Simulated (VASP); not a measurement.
# Ag (P-1) in VASP: single point with PBE

Aim: the single point of Ag with PBE.

All numbers are computed with VASP 6.6.1; they aren't measurements. Logs are shortened: lines on timing, memory, paths and dates and some standing lists are left out, and cuts for length are marked.

### 1 The cell of the first run

The typed cell holds 2 atoms: a = 2.930 Å, b = 2.943 Å, c = 4.790 Å, α = 90.21°, β = 90.57°, γ = 120.43°.

### 2 Single point, PBE (equal xy, yz and zx shear strains of -1 %)

INCAR reads:

```
SYSTEM = Ag
ALGO = Normal
EDIFF = 1E-6
ENCUT = 520
GGA = PE
ISIF = 2
ISMEAR = -1
LASPH = .TRUE.
LCHARG = .TRUE.
LELF = .TRUE.
LREAL = .FALSE.
LVHAR = .TRUE.
LWAVE = .FALSE.
NBANDS = 18
NELM = 80
PREC = Accurate
SIGMA = 0.03
```

KPOINTS reads:

```
k-points
0
G
  13 13 7
  0 0 0
```

POSCAR reads:

```
Ag
1.0
    2.9299980804     -0.0146499904     -0.0146499904
   -1.4776863040      2.5447777659     -0.0053622686
   -0.0239500000     -0.0239500000      4.7900000000
Ag
2
Direct
    0.3333333333      0.6666666667      0.2500000000
    0.6666666667      0.3333333333      0.7500000000
```

Potentials or basis: VASP PAW PBE potentials, release 64 (Ag).

Launch:

```
cat potpaw_PBE.64/Ag/POTCAR > POTCAR
mpirun -np 1 vasp_std > vasp.out
```

OUTCAR:

```text
SYSTEM = Ag
   EDIFF = 1E-6
   ENCUT = 520
   GGA = PE
   ISIF = 2
   ISMEAR = -1
   LASPH = .TRUE.
   LREAL = .FALSE.
   NELM = 80
   PREC = Accurate

 ion  position               nearest neighbor table
   1  0.333  0.667  0.250-   2 2.91   2 2.92   2 2.93   2 2.94   2 2.95   2 2.95
   2  0.667  0.333  0.750-   1 2.91   1 2.92   1 2.93   1 2.94   1 2.95   1 2.95

  LATTYP: Found a triclinic cell.
 ALAT       =     2.9173886520
 B/A-ratio  =     1.0043472704
 C/A-ratio  =     1.6419203335
 COS(alpha) =     0.0099745013
 COS(beta)  =     0.0136846555
 COS(gamma) =     0.4934979113

  Lattice vectors:

 A1 = (   1.4523117764,   2.5301277755,  -0.0200122590)
 A2 = (   2.9299980804,  -0.0146499904,  -0.0146499904)
 A3 = (   0.0239500000,   0.0239500000,  -4.7900000000)

Analysis of symmetry for initial positions (statically):
=====================================================================
 Subroutine PRICEL returns:
 Original cell was already a primitive cell.

 Routine SETGRP: Setting up the symmetry group for a
 triclinic supercell.

 Subroutine GETGRP returns: Found  2 space group operations
 (whereof  2 operations were pure point group operations)
 out of a pool of  2 trial point group operations.

The static configuration has the point symmetry S_2 .

Analysis of symmetry for dynamics (positions and initial velocities):
=====================================================================
 Subroutine PRICEL returns:
 Original cell was already a primitive cell.

 Routine SETGRP: Setting up the symmetry group for a
 triclinic supercell.

 Subroutine GETGRP returns: Found  2 space group operations
 (whereof  2 operations were pure point group operations)
 out of a pool of  2 trial point group operations.

The dynamic configuration has the point symmetry S_2 .

 Subroutine INISYM returns: Found  2 space group operations
 (whereof  2 operations are pure point group operations),
 and found     1 'primitive' translations

----------------------------------------------------------------------------------------

                                     Primitive cell

  volume of cell :      35.6097

  direct lattice vectors                    reciprocal lattice vectors
     2.929998080 -0.014649990 -0.014649990     0.342304544  0.198773052  0.002705388
    -1.477686304  2.544777766 -0.005362269     0.001980481  0.394115810  0.001980481
    -0.023950000 -0.023950000  4.790000000     0.001049139  0.001049139  0.208778759

[... 81 lines left out ...]
   ENCUT  =  520.0 eV  38.22 Ry    6.18 a.u.   5.45  5.47  8.91*2*pi/ulx,y,z
   NELM   =     80;   NELMIN=  2; NELMDL= -5     # of ELM steps
   EDIFF  = 0.1E-05   stopping-criterion for ELM
   LREAL  =      F    real-space projection
   EDIFFG = 0.1E-04   stopping-criterion for IOM
   NSW    =      0    number of steps for IOM
   IBRION =     -1    ionic relax: 0-MD 1-quasi-New 2-CG
   NFREE  =      0    steps in history (QN), initial steepest desc. (CG)
   ISIF   =      2    stress and relaxation
   ISYM   =      2    0-nonsym 1-usesym 2-fastsym
   POTIM  = 0.5000    time-step for ionic-motion
   TEBEG  =    0.0;   TEEND  =   0.0 temperature during run
   PSTRESS=    0.0 pullay stress
   NELECT =      22.0000    total number of electrons
   NUPDOWN=      -1.0000    fix difference up-down
   EMIN   =  10.00;   EMAX   =-10.00  energy-range for DOS
   EFERMI =   0.00;   METHOD = LEGACY
   ISMEAR =    -1;   SIGMA  =   0.03  broadening in eV -4-tet -1-fermi 0-gaus
   EFERMI_NEDOS =   21; number of points for ismear=-14 and -15
   IALGO  =     38    algorithm
   IMIX   =      4    mixing-type and parameters
     AMIX     =   0.40;   BMIX     =  1.00
     AMIX_MAG =   1.60;   BMIX_MAG =  1.00
  volume/ion in A,a.u.               =      17.80       120.15
  Fermi-wavevector in a.u.,A,eV,Ry     =   1.394311  2.634866 26.451133  1.944103
  Thomas-Fermi vector in A             =   2.517873
   LORBIT       =      0    0 simple, 1 ext, 2 COOP (PROOUT), +10 PAW based schemes
   GGA     = PE    functional components
   LHFCALC =     F    Hartree Fock is set to
   AEXX    =    0.0000 exact exchange contribution
   IVDW    =     0    specifies the selected vdW correction
   LEPSILON=     F    determine dielectric tensor
   LRPA    =     F    only Hartree local field effects (RPA)
 non-spin polarized calculation
  energy-cutoff  :      520.00
  volume of cell :       35.61
 maximum number of plane-waves:       982
 NGX is ok and might be reduce to    24
   NGX = 11   NGY = 11   NGZ = 17

 number of electron      22.0000004 magnetization

 Free energy of the ion-electron system (eV)
  ---------------------------------------------------
  ext. energy  EPLUGINS =         0.00000000
  ---------------------------------------------------
  free energy    TOTEN  =        -5.43209530 eV

  energy without entropy =       -5.43077472  energy(sigma->0) =       -5.43143501

 E-fermi :   7.8842     XC(G=0): -11.9525

 val. band max:        7.8707591792   @ k =  -0.2308   0.3077   0.2857
 cond. band min:       7.8845953331   @ k =   0.1538  -0.0000   0.1429
 fundamental gap:      0.0138361539
 Fermi energy:         7.8841808839

 k-point     1 :       0.0000    0.0000    0.0000
  band No.  band energies     occupation
      1       0.3876      2.00000
      2       1.7055      2.00000
      3       3.1765      2.00000
      4       3.2241      2.00000
      5       3.3081      2.00000
      6       3.4478      2.00000
[... 481 lines left out ...]
      5       3.1704      2.00000
      6       3.4642      2.00000
[... 10 lines left out ...]
     17      22.2453      0.00000
     18      22.9014      0.00000

 [... further k-points ...]

------------------------ aborting loop because EDIFF is reached ----------------------------------------

  FORCE on cell =-STRESS in cart. coord.  units (eV):
  Direction    XX          YY          ZZ          XY          YZ          ZX
  --------------------------------------------------------------------------------------
  -------------------------------------------------------------------------------------
  Total       -0.0971388     -0.0943112      0.2830747      0.1022524      0.0299142      0.0327984
  in kB       -4.3705390     -4.2433203     12.7363052      4.6006178      1.3459214      1.4756916
  external PRESSURE =       1.3741486 kB  Pullay stress =       0.0000000 kB

 VOLUME and BASIS-vectors are now :
 -----------------------------------------------------------------------------
  energy-cutoff  :      520.00
  volume of cell :       35.61
      direct lattice vectors                 reciprocal lattice vectors
     2.929998080 -0.014649990 -0.014649990     0.342304544  0.198773052  0.002705388
    -1.477686304  2.544777766 -0.005362269     0.001980481  0.394115810  0.001980481
    -0.023950000 -0.023950000  4.790000000     0.001049139  0.001049139  0.208778759

 POSITION                                       TOTAL-FORCE (eV/Angst)
 -----------------------------------------------------------------------------------
     -0.01445      1.68565      1.18904         0.012427      0.000026      0.001359
      1.44281      0.82053      3.58095        -0.012427     -0.000026     -0.001359
 -----------------------------------------------------------------------------------
    total drift:                               -0.000000      0.000000     -0.000000

  FREE ENERGIE OF THE ION-ELECTRON SYSTEM (eV)
  ---------------------------------------------------
  free  energy   TOTEN  =        -5.4320952954 eV

  energy  without entropy=       -5.4307747152  energy(sigma->0) =       -5.43143501
```

stdout:

```text
POSCAR found type information on POSCAR Ag
 POSCAR found :  1 types and       2 ions
 scaLAPACK will be used
 LDA part: xc-table for (Slater+PW92), standard interpolation
 POSCAR, INCAR and KPOINTS ok, starting setup
 FFT: planning ... GRIDC
 FFT: planning ... GRID_SOFT
 FFT: planning ... GRID
 WAVECAR not read
 entering main loop
```

Wall time 2.2 min (1 thread of Intel Xeon Platinum 8488C (Sapphire Rapids), shared host); peak memory 0.4 GiB.

What came out:

| Item | Value |
| --- | --- |
| Free energy | -5.4321 eV |
| Pressure | 0.1 GPa |
| Largest force | 0.013 eV/Å |
| Band gap on the k mesh | zero (bands 11 and 12 overlap by 6.39 eV) |

Forces on the atoms (eV/Å):
```
Ag   0.012  0.000  0.001
Ag  -0.012  0.000 -0.001
```

Stress tensor (GPa, compression positive):
```
-0.44  0.46  0.15
 0.46 -0.42  0.13
 0.15  0.13  1.27
```

Caveat: the cell differs from its parent crystal (equal xy, yz and zx shear strains of -1 %).
